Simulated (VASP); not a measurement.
BP:

```xyz
2
Lattice="0.0000 2.2683 2.2683 2.2683 0.0000 2.2683 2.2683 2.2683 0.0000" Properties=species:S:1:pos:R:3 pbc="T T T"
B     0.0000    0.0000    0.0000
P     1.1342    1.1342    1.1342
```

Base run:

- Program: VASP 6.6.1
- Functional: r2SCAN
- Potentials or basis: VASP PAW PBE potentials, release 64 (B, P)
- Cutoff: 520 eV
- k mesh: 10 × 10 × 10
- Occupations: gaussian, width 0.01 eV
- Spin: no spin polarisation

Its results: band gap on the k mesh 1.45 eV, indirect (least direct gap 3.64 eV); pressure -0.5 GPa.

Problem. The run is repeated on the same cell with these changes: functional from r2SCAN to LDA; potentials or basis from VASP PAW PBE potentials, release 64 (B, P) to VASP PAW LDA potentials, release 64 (B, P). What comes out?

Solution. Band gap on the k mesh 1.19 eV, indirect (least direct gap 3.38 eV); pressure -5.2 GPa.

Caveats: the PAW data sets were made with another functional, which shifts forces and pressure a little (some runs).

A k mesh can miss the band edges.
